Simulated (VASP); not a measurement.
A run of VASP 6.6.1 is set up as follows.

File INCAR:

```
  ALGO = Normal
  EDIFF = 1E-7
  ENCUT = 520
  GGA = CA
  ISIF = 2
  ISMEAR = -1
  LASPH = True
  LCHARG = False
  LREAL = False
  LWAVE = False
  NBANDS = 26
  NELM = 100
  PREC = Accurate
  SIGMA = 0.05
```

File KPOINTS:

```
k-points
0
Gamma
  9 9 5
```

Contents of POSCAR:

```
ZnO
1.0
    3.1829769797      0.0000000000      0.0000000000
   -1.5914884899      2.7565389241      0.0000000000
    0.0000000000      0.0000000000      5.0994402224
Zn O
2 2
Direct
    0.6666666667      0.3333333333      0.0000000000
    0.3333333333      0.6666666667      0.5000000000
    0.3333333333      0.6666666667      0.8790100000
    0.6666666667      0.3333333333      0.3790100000
```

Potentials or basis: VASP PAW LDA potentials, release 64 (Zn, O).

The run is started by

```bash
$ cat potpaw_LDA.64/Zn/POTCAR potpaw_LDA.64/O/POTCAR > POTCAR
$ mpirun -np 1 vasp_std > vasp.out
```

Question: Estimate the pressure.

Answer: 3.5 GPa.

Question: What does it give for the band gap on the k mesh?

Answer: 0.84 eV, direct.

Question: Estimate the largest force.

Answer: 0.078 eV/Å.

Stress tensor (GPa, compression positive):
```
2.82 0.00 0.00
0.00 2.82 0.00
0.00 0.00 4.97
```
